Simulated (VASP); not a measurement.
A run of VASP 6.6.1:

The input INCAR:

```
PREC = Accurate
ENCUT = 520
EDIFF = 1E-7
ISMEAR = 0
SIGMA = 0.15
LREAL = Auto
LASPH = T
NELM = 100
ALGO = Normal
ISIF = 2
LWAVE = F
LCHARG = T
GGA = PE
LELF = T
LVHAR = T
NBANDS = 61
```

KPOINTS

```
regular mesh
0
Gamma
  3 3 2
```

File POSCAR:

```
TaAl2O5
1.0
    5.3047774309     -1.9167388348     -0.2372112622
    5.3047774309      1.9167388348     -0.2372112622
   -0.7289657512      0.0000000000      8.8344407577
Ta Al O
2 4 10
Direct
    0.0413954626      0.0413954626      0.3611592284
    0.9586045374      0.9586045374      0.6388407716
    0.1410243140      0.1410243140      0.0367822979
    0.8589756860      0.8589756860      0.9632177021
    0.2643683195      0.2643683195      0.7345786175
    0.7356316805      0.7356316805      0.2654213825
    0.6937514735      0.6937514735      0.0583784837
    0.3062485265      0.3062485265      0.9416215163
    0.5866861242      0.5866861242      0.3548769089
    0.1356983595      0.1356983595      0.5872081435
    0.7837178667      0.7837178667      0.7523358631
    0.4133138758      0.4133138758      0.6451230911
    0.8643016405      0.8643016405      0.4127918565
    0.2162821333      0.2162821333      0.2476641369
    0.9760193733      0.9760193733      0.1340929199
    0.0239806267      0.0239806267      0.8659070801
```

Potentials or basis: VASP PAW PBE potentials, release 64 (Ta_pv, Al, O).

Command:

```sh
$ cat potpaw_PBE.64/Ta_pv/POTCAR potpaw_PBE.64/Al/POTCAR potpaw_PBE.64/O/POTCAR > POTCAR
$ mpirun -np 1 vasp_std > vasp.out
```

Hardware: 1 thread of Intel Xeon 8259CL (shared host).

Task: Estimate the wall time of this run.

Result: It took 6.9 min on 1 thread of Intel Xeon 8259CL, with other jobs on the host, peak memory 0.37 GiB. Counts: scf iterations 17, k points 8.
